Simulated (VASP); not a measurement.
# Sr (I4/mmm) in VASP: settings compared

The runs below take Sr through electric field gradients, with PBE, LDA.

Program: VASP 6.6.1. These are calculated values, not measurements. Logs are shortened: lines on timing, memory, paths and dates and some standing lists are left out, and cuts for length are marked.

### Step 1. The cell of the first run

Symmetry: I4/mmm, No. 139, tetragonal system. Conventional cell: a = 4.950 Å, b = 4.950 Å, c = 4.656 Å, α = 90.00°, β = 90.00°, γ = 90.00°. Within 5.5 Å of Sr (site symmetry 4/mmm) lie 14 Sr at 4.20 to 4.95 Å.

### Step 2. Electric field gradients, PBE (z stretched by -4 % at fixed volume)

Contents of INCAR:

```
SYSTEM = Sr
ALGO     = Normal         ! electronic algorithm
EDIFF    = 1E-8           ! SCF threshold, eV
ENCUT    = 520            ! plane-wave cutoff, eV
GGA      = PE             ! functional
ISIF     = 2              ! what is computed and relaxed
ISMEAR   = -1             ! smearing method
LASPH    = .TRUE.         ! aspherical terms in the spheres
LCHARG   = .FALSE.        ! write CHGCAR
LEFG     = .TRUE.       
LREAL    = .FALSE.        ! projectors in reciprocal space
LWAVE    = .FALSE.        ! write WAVECAR
NBANDS   = 11             ! bands
NELM     = 80             ! most SCF steps
PREC     = Accurate       ! precision mode
SIGMA    = 0.05           ! smearing width, eV
```

Contents of KPOINTS:

```
k-points
0
G
  12 12 12
  0 0 0
```

Contents of POSCAR:

```
Sr
1.0
   -2.4750052610      2.4750052610      2.3280000000
    2.4750052610     -2.4750052610      2.3280000000
    2.4750052610      2.4750052610     -2.3280000000
Sr
1
Direct
    0.0000000000      0.0000000000      0.0000000000
```

Potentials or basis: VASP PAW PBE potentials, release 64 (Sr_sv).

Run with:

```console
$ cat potpaw_PBE.64/Sr_sv/POTCAR > POTCAR
$ mpirun -np 1 vasp_std > vasp.out
```

OUTCAR:

```text
SYSTEM = Sr
   EDIFF = 1E-8
   ENCUT = 520
   GGA = PE
   ISIF = 2
   ISMEAR = -1
   LASPH = .TRUE.
   LREAL = .FALSE.
   NELM = 80
   PREC = Accurate

 ion  position               nearest neighbor table
   1  0.000  0.000  0.000-

  LATTYP: Found a body centered tetragonal cell.
 ALAT       =     4.9500105220
 C/A-ratio  =     0.9406040612

  Lattice vectors:

 A1 = (  -2.4750052610,   2.4750052610,   2.3280000000)
 A2 = (   2.4750052610,  -2.4750052610,   2.3280000000)
 A3 = (   2.4750052610,   2.4750052610,  -2.3280000000)

Analysis of symmetry for initial positions (statically):
=====================================================================
 Subroutine PRICEL returns:
 Original cell was already a primitive cell.

 Routine SETGRP: Setting up the symmetry group for a
 body centered tetragonal supercell.

 Subroutine GETGRP returns: Found 16 space group operations
 (whereof 16 operations were pure point group operations)
 out of a pool of 16 trial point group operations.

The static configuration has the point symmetry D_4h.

Analysis of symmetry for dynamics (positions and initial velocities):
=====================================================================
 Subroutine PRICEL returns:
 Original cell was already a primitive cell.

 Routine SETGRP: Setting up the symmetry group for a
 body centered tetragonal supercell.

 Subroutine GETGRP returns: Found 16 space group operations
 (whereof 16 operations were pure point group operations)
 out of a pool of 16 trial point group operations.

The dynamic configuration has the point symmetry D_4h.

 Subroutine INISYM returns: Found 16 space group operations
 (whereof 16 operations are pure point group operations),
 and found     1 'primitive' translations

----------------------------------------------------------------------------------------

                                     Primitive cell

  volume of cell :      57.0421

  direct lattice vectors                    reciprocal lattice vectors
    -2.475005261  2.475005261  2.328000000     0.000000000  0.202019773  0.214776632
     2.475005261 -2.475005261  2.328000000     0.202019773  0.000000000  0.214776632
     2.475005261  2.475005261 -2.328000000     0.202019773  0.202019773  0.000000000

  length of vectors
     4.203675307  4.203675307  4.203675307     0.294857576  0.294857576  0.285699102

  position of ions in fractional coordinates (direct lattice)
     0.000000000  0.000000000  0.000000000

  ion indices of the primitive-cell ions
   primitive index   ion index
                 1           1

----------------------------------------------------------------------------------------

 KPOINTS: k-points

Automatic generation of k-mesh.
 Grid dimensions read from file:
 generate k-points for:   12   12   12

 Generating k-lattice:

  Cartesian coordinates                     Fractional coordinates (reciprocal lattice)
     0.000000000  0.016834981  0.017898053     0.083333333  0.000000000  0.000000000
     0.016834981  0.000000000  0.017898053     0.000000000  0.083333333  0.000000000
     0.016834981  0.016834981  0.000000000     0.000000000  0.000000000  0.083333333

  Length of vectors
     0.024571465  0.024571465  0.023808259

  Shift w.r.t. Gamma in fractional coordinates (k-lattice)
     0.000000000  0.000000000  0.000000000

 Subroutine IBZKPT returns following result:
 ===========================================

 Found    163 irreducible k-points:

 Following reciprocal coordinates:
            Coordinates               Weight
  0.000000  0.000000  0.000000      1.000000
  0.083333  0.000000 -0.000000      8.000000
  0.166667  0.000000 -0.000000      8.000000
  0.250000  0.000000 -0.000000      8.000000
  0.333333  0.000000 -0.000000      8.000000
  0.416667  0.000000 -0.000000      8.000000
[... 16 lines left out ...]
  0.500000  0.166667 -0.000000     16.000000
 -0.416667  0.166667  0.000000     16.000000
 [... further k-points ...]
   k-points           NKPTS =    163   k-points in BZ     NKDIM =    163   number of bands    NBANDS=     11
   number of dos      NEDOS =    301   number of ions     NIONS =      1
   total plane-waves  NPLWV =  32768
   dimension x,y,z NGX =    32 NGY =   32 NGZ =   32
   dimension x,y,z NGXF=    64 NGYF=   64 NGZF=   64
   ions per type =               1
   NGX,Y,Z   is equivalent  to a cutoff of  12.66, 12.66, 12.66 a.u.
   NGXF,Y,Z  is equivalent  to a cutoff of  25.31, 25.31, 25.31 a.u.
 SYSTEM =  Sr
   PREC   = accura    normal or accurate (medium, high low for compatibility)
   ISTART =      0    job   : 0-new  1-cont  2-samecut
   ICHARG =      2    charge: 1-file 2-atom 10-const
   ISPIN  =      1    spin polarized calculation?
   LNONCOLLINEAR =      F non collinear calculations
   LSORBIT =      F    spin-orbit coupling
   LASPH  =      T    aspherical Exc in radial PAW
   ENCUT  =  520.0 eV  38.22 Ry    6.18 a.u.   7.82  7.82  7.82*2*pi/ulx,y,z
   NELM   =     80;   NELMIN=  2; NELMDL= -5     # of ELM steps
   EDIFF  = 0.1E-07   stopping-criterion for ELM
   LREAL  =      F    real-space projection
   EDIFFG = 0.1E-06   stopping-criterion for IOM
   NSW    =      0    number of steps for IOM
   IBRION =     -1    ionic relax: 0-MD 1-quasi-New 2-CG
   NFREE  =      0    steps in history (QN), initial steepest desc. (CG)
   ISIF   =      2    stress and relaxation
   ISYM   =      2    0-nonsym 1-usesym 2-fastsym
   POTIM  = 0.5000    time-step for ionic-motion
   TEBEG  =    0.0;   TEEND  =   0.0 temperature during run
   PSTRESS=    0.0 pullay stress
   NELECT =      10.0000    total number of electrons
   NUPDOWN=      -1.0000    fix difference up-down
   EMIN   =  10.00;   EMAX   =-10.00  energy-range for DOS
   EFERMI =   0.00;   METHOD = LEGACY
   ISMEAR =    -1;   SIGMA  =   0.05  broadening in eV -4-tet -1-fermi 0-gaus
   EFERMI_NEDOS =   21; number of points for ismear=-14 and -15
   IALGO  =     38    algorithm
   IMIX   =      4    mixing-type and parameters
     AMIX     =   0.40;   BMIX     =  1.00
     AMIX_MAG =   1.60;   BMIX_MAG =  1.00
  volume/ion in A,a.u.               =      57.04       384.94
  Fermi-wavevector in a.u.,A,eV,Ry     =   0.916241  1.731445 11.422060  0.839498
  Thomas-Fermi vector in A             =   2.041074
   LORBIT       =      0    0 simple, 1 ext, 2 COOP (PROOUT), +10 PAW based schemes
   GGA     = PE    functional components
   LHFCALC =     F    Hartree Fock is set to
   AEXX    =    0.0000 exact exchange contribution
   IVDW    =     0    specifies the selected vdW correction
   LEPSILON=     F    determine dielectric tensor
   LRPA    =     F    only Hartree local field effects (RPA)
 non-spin polarized calculation
  energy-cutoff  :      520.00
  volume of cell :       57.04
 maximum number of plane-waves:      1556
   NGX = 15   NGY = 15   NGZ = 15

 number of electron      10.0000000 magnetization

 Free energy of the ion-electron system (eV)
  ---------------------------------------------------
  ext. energy  EPLUGINS =         0.00000000
  ---------------------------------------------------
  free energy    TOTEN  =        -1.62901486 eV

  energy without entropy =       -1.61661952  energy(sigma->0) =       -1.62281719

 E-fermi :   1.4767     XC(G=0):  -7.2389

 val. band max:        1.4739413743   @ k =  -0.4167  -0.4167   0.1667
 cond. band min:       1.4780340232   @ k =  -0.4167  -0.4167   0.3333
 fundamental gap:      0.0040926488
 Fermi energy:         1.4766712960

 k-point     1 :       0.0000    0.0000    0.0000
  band No.  band energies     occupation
      1     -35.2288      2.00000
      2     -17.1241      2.00000
      3     -17.1187      2.00000
      4     -17.1187      2.00000
      5      -2.1223      2.00000
      6       3.5711      0.00000
      7       3.9232      0.00000
      8       3.9232      0.00000
      9       4.8102      0.00000
     10       5.3050      0.00000
     11       9.2286      0.00000

 k-point     2 :       0.0833    0.0000   -0.0000
  band No.  band energies     occupation
      1     -35.2279      2.00000
      2     -17.1341      2.00000
      3     -17.1228      2.00000
      4     -17.1209      2.00000
      5      -2.0053      2.00000
      6       3.5520      0.00000
      7       3.8377      0.00000
      8       3.9403      0.00000
      9       4.7877      0.00000
     10       5.1848      0.00000
     11       9.4580      0.00000
[... 295 lines left out ...]
 k-point    24 :      -0.4167    0.1667    0.0000
  band No.  band energies     occupation
      1     -35.2180      2.00000
      2     -17.2510      2.00000
      3     -17.1729      2.00000
      4     -17.1333      2.00000
      5      -0.2387      2.00000
      6       2.3264      0.00000
      7       2.7007      0.00000
      8       4.8098      0.00000
      9       5.2618      0.00000
     10       5.7266      0.00000
     11       7.5467      0.00000

 [... further k-points ...]
[... 5 lines left out ...]
  --------------------------------------------------------------------------------------
  -------------------------------------------------------------------------------------
  Total       -0.2178421     -0.2178421     -0.1572789      0.0000000     -0.0000000      0.0000000
  in kB       -6.1186730     -6.1186730     -4.4175954      0.0000000     -0.0000000      0.0000000
  external PRESSURE =      -5.5516471 kB  Pullay stress =       0.0000000 kB

 VOLUME and BASIS-vectors are now :
 -----------------------------------------------------------------------------
  energy-cutoff  :      520.00
  volume of cell :       57.04
      direct lattice vectors                 reciprocal lattice vectors
    -2.475005261  2.475005261  2.328000000     0.000000000  0.202019773  0.214776632
     2.475005261 -2.475005261  2.328000000     0.202019773  0.000000000  0.214776632
     2.475005261  2.475005261 -2.328000000     0.202019773  0.202019773  0.000000000

 POSITION                                       TOTAL-FORCE (eV/Angst)
 -----------------------------------------------------------------------------------
      0.00000      0.00000      0.00000         0.000000      0.000000      0.000000
 -----------------------------------------------------------------------------------
    total drift:                                0.000000      0.000000     -0.000000

  FREE ENERGIE OF THE ION-ELECTRON SYSTEM (eV)
  ---------------------------------------------------
  free  energy   TOTEN  =        -1.6290148641 eV

  energy  without entropy=       -1.6166195196  energy(sigma->0) =       -1.62281719

 Electric field gradients (V/A^2)
---------------------------------------------------------------------
 ion       V_xx      V_yy      V_zz      V_xy      V_xz      V_yz
---------------------------------------------------------------------
   1      -1.528    -1.528     3.057    -0.000    -0.000    -0.000
---------------------------------------------------------------------

 Electric field gradients after diagonalization (V/A^2)
 (convention: |V_zz| > |V_xx| > |V_yy|)
----------------------------------------------------------------------
 ion       V_xx      V_yy      V_zz     asymmetry (V_yy - V_xx)/ V_zz
----------------------------------------------------------------------
   1      -1.529    -1.528     3.057       0.000
----------------------------------------------------------------------

           NMR quadrupolar parameters

 Cq : quadrupolar parameter    Cq=e*Q*V_zz/h
 eta: asymmetry parameters     (V_yy - V_xx)/ V_zz
 Q  : nuclear electric quadrupole moment in mb (millibarn)
----------------------------------------------------------------------
 ion       Cq(MHz)       eta       Q (mb)
----------------------------------------------------------------------
   1       0.007       0.000       1.000
----------------------------------------------------------------------
```

It took 1.9 min on 1 thread of Intel Xeon 8259CL, shared host; peak memory 0.24 GiB.

What came out:

* Free energy: -1.6290 eV
* Pressure: -0.6 GPa
* Band gap on the k mesh: zero (bands 5 and 6 overlap by 0.37 eV)
* Largest electric field gradient by atom: Sr +3.1 V/Å²

Levels at points of the mesh, in eV from the Fermi level:
| k point | band 2 | band 3 | band 4 | band 5 | band 6 | band 7 | band 8 | band 9 |
| --- | --- | --- | --- | --- | --- | --- | --- | --- |
| (0.00, 0.00, 0.00) | -18.60 | -18.60 | -18.60 | -3.60 | 2.09 | 2.45 | 2.45 | 3.33 |
| (0.50, 0.00, 0.00) | -18.77 | -18.66 | -18.60 | -0.95 | 0.23 | 1.08 | 3.46 | 4.22 |
| (0.50, 0.50, 0.00) | -18.77 | -18.65 | -18.59 | -1.08 | 0.05 | 1.47 | 3.13 | 3.91 |
| (0.50, 0.50, 0.50) | -18.73 | -18.73 | -18.71 | -0.16 | -0.05 | 3.19 | 3.19 | 4.03 |

Electric field gradients, principal values (V/Å²):
| atom | least | middle | greatest (by size) |
| --- | --- | --- | --- |
| 1 Sr | -1.528 | -1.529 | 3.057 |

Caveat: without QUAD_EFG the Cq values of the log hold for a quadrupole moment of 1 mb, not for the nuclei.

### Step 3. Electric field gradients, LDA

Contents of INCAR:

```
PREC = Accurate
ENCUT = 520
EDIFF = 1E-8
ISMEAR = -1
SIGMA = 0.05
LREAL = F
LASPH = T
NELM = 60
ALGO = Normal
ISIF = 2
LWAVE = F
LCHARG = F
LEFG = T
NBANDS = 11
```

Contents of KPOINTS:

```
regular mesh
0
Gamma
  12 12 12
```

POSCAR is that of step 2.

Potentials or basis: VASP PAW LDA potentials, release 64 (Sr_sv).

Run with:

```console
$ cat potpaw_LDA.64/Sr_sv/POTCAR > POTCAR
$ mpirun -np 1 vasp_std > vasp.out
```

OUTCAR:

```text
PREC = Accurate
   ENCUT = 520
   EDIFF = 1E-8
   ISMEAR = -1
   LREAL = F
   LASPH = T
   NELM = 60
   ISIF = 2

 ion  position               nearest neighbor table
   1  0.000  0.000  0.000-

  LATTYP: Found a body centered tetragonal cell.
 ALAT       =     4.9500105220
 C/A-ratio  =     0.9406040612

  Lattice vectors:

 A1 = (  -2.4750052610,   2.4750052610,   2.3280000000)
 A2 = (   2.4750052610,  -2.4750052610,   2.3280000000)
 A3 = (   2.4750052610,   2.4750052610,  -2.3280000000)

Analysis of symmetry for initial positions (statically):
=====================================================================
 Subroutine PRICEL returns:
 Original cell was already a primitive cell.

 Routine SETGRP: Setting up the symmetry group for a
 body centered tetragonal supercell.

 Subroutine GETGRP returns: Found 16 space group operations
 (whereof 16 operations were pure point group operations)
 out of a pool of 16 trial point group operations.

The static configuration has the point symmetry D_4h.

Analysis of symmetry for dynamics (positions and initial velocities):
=====================================================================
 Subroutine PRICEL returns:
 Original cell was already a primitive cell.

 Routine SETGRP: Setting up the symmetry group for a
 body centered tetragonal supercell.

 Subroutine GETGRP returns: Found 16 space group operations
 (whereof 16 operations were pure point group operations)
 out of a pool of 16 trial point group operations.

The dynamic configuration has the point symmetry D_4h.

 Subroutine INISYM returns: Found 16 space group operations
[... 148 lines left out ...]

 k-point     1 :       0.0000    0.0000    0.0000
  band No.  band energies     occupation
      1     -35.2324      2.00000
      2     -17.2213      2.00000
      3     -17.2185      2.00000
      4     -17.2185      2.00000
      5      -2.3007      2.00000
      6       3.2919      0.00000
      7       3.6424      0.00000
      8       3.6424      0.00000
      9       4.5570      0.00000
     10       5.0438      0.00000
     11       9.1338      0.00000
[... 309 lines left out ...]
 k-point    24 :      -0.4167    0.1667    0.0000
  band No.  band energies     occupation
      1     -35.2213      2.00000
      2     -17.3538      2.00000
      3     -17.2737      2.00000
      4     -17.2326      2.00000
      5      -0.4086      2.00000
      6       2.1313      0.00000
      7       2.4739      0.00000
      8       4.5496      0.00000
      9       4.9830      0.00000
     10       5.4648      0.00000
     11       7.2709      0.00000

 [... further k-points ...]
[... 5 lines left out ...]
  --------------------------------------------------------------------------------------
  -------------------------------------------------------------------------------------
  Total       -0.6680085     -0.6680085     -0.6031522      0.0000000      0.0000000      0.0000000
  in kB      -18.7627862    -18.7627862    -16.9411250      0.0000000      0.0000000      0.0000000
  external PRESSURE =     -18.1555658 kB  Pullay stress =       0.0000000 kB

 VOLUME and BASIS-vectors are now :
 -----------------------------------------------------------------------------
  energy-cutoff  :      520.00
  volume of cell :       57.04
      direct lattice vectors                 reciprocal lattice vectors
    -2.475005261  2.475005261  2.328000000     0.000000000  0.202019773  0.214776632
     2.475005261 -2.475005261  2.328000000     0.202019773  0.000000000  0.214776632
     2.475005261  2.475005261 -2.328000000     0.202019773  0.202019773  0.000000000

 POSITION                                       TOTAL-FORCE (eV/Angst)
 -----------------------------------------------------------------------------------
      0.00000      0.00000      0.00000         0.000000      0.000000      0.000000
 -----------------------------------------------------------------------------------
    total drift:                               -0.000000      0.000000     -0.000000

  FREE ENERGIE OF THE ION-ELECTRON SYSTEM (eV)
  ---------------------------------------------------
  free  energy   TOTEN  =        -1.8409078429 eV

  energy  without entropy=       -1.8296374272  energy(sigma->0) =       -1.83527264

 Electric field gradients (V/A^2)
---------------------------------------------------------------------
 ion       V_xx      V_yy      V_zz      V_xy      V_xz      V_yz
---------------------------------------------------------------------
   1      -0.627    -0.627     1.254    -0.000    -0.000    -0.000
---------------------------------------------------------------------

 Electric field gradients after diagonalization (V/A^2)
 (convention: |V_zz| > |V_xx| > |V_yy|)
----------------------------------------------------------------------
 ion       V_xx      V_yy      V_zz     asymmetry (V_yy - V_xx)/ V_zz
----------------------------------------------------------------------
   1      -0.627    -0.627     1.254       0.000
----------------------------------------------------------------------

           NMR quadrupolar parameters

 Cq : quadrupolar parameter    Cq=e*Q*V_zz/h
 eta: asymmetry parameters     (V_yy - V_xx)/ V_zz
 Q  : nuclear electric quadrupole moment in mb (millibarn)
----------------------------------------------------------------------
 ion       Cq(MHz)       eta       Q (mb)
----------------------------------------------------------------------
   1       0.003       0.000       1.000
----------------------------------------------------------------------
```

stdout:

```text
POSCAR found type information on POSCAR Sr
 POSCAR found :  1 types and       1 ions
 scaLAPACK will be used
 LDA part: xc-table for (Slater(with rela. corr.)+CA(PZ))
 , standard interpolation
 POSCAR, INCAR and KPOINTS ok, starting setup
 FFT: planning ... GRIDC
 FFT: planning ... GRID_SOFT
 FFT: planning ... GRID
 WAVECAR not read
 entering main loop
ion   1
```

Run time: 98 s. Hardware: 1 thread of Intel Xeon 8259CL, shared host; peak memory 0.23 GiB.

Results:

| Item | Value |
| --- | --- |
| Free energy | -1.8409 eV |
| Pressure | -1.8 GPa |
| Band gap on the k mesh | zero (bands 5 and 6 overlap by 0.37 eV) |
| Largest electric field gradient by atom | Sr +1.3 V/Å² |

Electric field gradients, principal values (V/Å²):
| atom | least | middle | greatest (by size) |
| --- | --- | --- | --- |
| 1 Sr | -0.627 | -0.627 | 1.254 |

Caveat: without QUAD_EFG the Cq values of the log hold for a quadrupole moment of 1 mb, not for the nuclei.
